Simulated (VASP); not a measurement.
CsH:

```xyz
2
Lattice="0.0000 3.1880 3.1880 3.1880 0.0000 3.1880 3.1880 3.1880 0.0000" Properties=species:S:1:pos:R:3 pbc="T T T"
Cs    0.0000    0.0000    0.0000
H     3.1880    3.1880    3.1880
```

- Program: VASP 6.6.1
- Task: relaxation of cell and atoms
- Functional: LDA
- Potentials or basis: VASP PAW LDA potentials, release 64 (Cs_sv, H)
- Cutoff: 600 eV
- k mesh: 6 × 6 × 6
- Occupations: gaussian, width 0.02 eV
- Spin: no spin polarisation

At the start: pressure -1.2 GPa; volume 32.40 Å³/atom.

Problem. How do energy, volume and symmetry change on relaxing?

Solution. Over 4 steps the energy falls by 15.9 meV/atom and the volume is 28.53 Å³/atom (-12.0 %); space group Fm-3m (No. 225, to 0.05 Å).

Step by step:
| step | energy change (eV) | largest force (eV/Å) | pressure (GPa) | volume (Å³) |
| --- | --- | --- | --- | --- |
| 1 | 0.0000 | 0.0000 | -1.21 | 64.80 |
| 2 | -0.0151 | 0.0000 | -0.92 | 62.54 |
| 3 | -0.0310 | 0.0000 | -0.24 | 58.33 |
| 4 | -0.0319 | 0.0000 | 0.02 | 57.05 |

Final structure:
```
Cs H
1.0
     0.00000    3.05547    3.05547
     3.05547    0.00000    3.05547
     3.05547    3.05547    0.00000
Cs H
1 1
Cartesian
  0.0000 3.0555 3.0555
  3.0555 3.0555 3.0555
```

Caveat: the volume moved by -12 % from the deposited cell, more than functionals usually miss.
